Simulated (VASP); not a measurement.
The system is Al.

```
Al
1.0
     2.81246    0.00000    0.00000
    -1.40623    2.43566    0.00000
     0.00000    0.00000    4.86685
Al
2
Direct
  0.66667 0.33333 0.75000
  0.33333 0.66667 0.25000
```

- Program: VASP 6.6.1
- Task: relaxation of cell and atoms
- Functional: r2SCAN
- Dispersion: D4
- Potentials or basis: VASP PAW PBE potentials, release 64 (Al)
- Cutoff: 600 eV
- k mesh: 7 × 7 × 4
- Occupations: fermi-dirac, width 0.3 eV
- Spin: no spin polarisation

At the start: pressure -3.8 GPa; volume 16.67 Å³/atom.

**Question.** Where does the relaxation end?

**Answer.** Over 8 steps the energy falls by 17.3 meV/atom and the volume is 15.87 Å³/atom (-4.8 %); space group P6_3/mmc (No. 194, to 0.05 Å).

Step by step:
```tsv
step	energy change (eV)	largest force (eV/Å)	pressure (GPa)	volume (Å³)
1	0.0000	0.0000	-3.80	33.34
2	-0.0252	0.0000	0.91	31.47
3	-0.0253	0.0000	0.58	31.58
4	-0.0309	0.0000	0.47	31.59
5	-0.0344	0.0000	0.47	31.60
6	-0.0344	0.0000	0.48	31.59
7	-0.0345	0.0000	-0.32	31.88
8	-0.0346	0.0000	0.05	31.74
```

Final structure:
```
Al
1.0
     2.82105    0.00000    0.00000
    -1.41053    2.44311    0.00000
     0.00000    0.00000    4.60546
Al
2
Direct
  0.66667 0.33333 0.75000
  0.33333 0.66667 0.25000
```

Caveat: the k points lie up to 0.37 Å⁻¹ apart in the final cell; the PAW data sets were made with another functional, which shifts forces and pressure a little; pairwise dispersion overbinds metals, which lowers pressure and volume.
